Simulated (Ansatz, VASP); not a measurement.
## W in VASP and in Ansatz

```
W
1.0
     6.32000    0.00000    0.00000
     0.00000    6.32000    0.00000
     0.00000    0.00000    6.32000
W
15
Direct
  0.75205 0.24795 0.75205
  0.50000 0.00000 0.00000
  0.00000 0.50000 0.00000
  0.00000 0.00000 0.50000
  0.24795 0.24795 0.24795
  0.50000 0.50000 0.00000
  0.50000 0.00000 0.50000
  0.75205 0.24795 0.24795
  0.00000 0.50000 0.50000
  0.24795 0.75205 0.24795
  0.24795 0.24795 0.75205
  0.50000 0.50000 0.50000
  0.75205 0.75205 0.24795
  0.24795 0.75205 0.75205
  0.75205 0.75205 0.75205
```

Alike in both runs: functional PBEsol; k mesh 3 × 3 × 3; occupations fermi-dirac, width 0.15 eV; no spin polarisation.

Ansatz relaxed the structure, and its values are those at the end. VASP's run is a single point on that final structure, the one shown.

|  | VASP | Ansatz |
| --- | --- | --- |
| version | VASP 6.6.1 | Ansatz 0.2.0 |
| potentials or method | VASP PAW PBE potentials, release 64 (W_sv), cutoff 520 eV | scalar-relativistic, plane waves, PAW |
| valence electrons in the cell | 210 | 210 |

```csv
,VASP,Ansatz,Ansatz less VASP
rms of the force components (eV/Å),0.006,0.001,-0.0058
```

VASP's potentials were made for PBE, not for PBEsol, and Ansatz warns of the same on its side.

Spin-orbit coupling is off throughout.
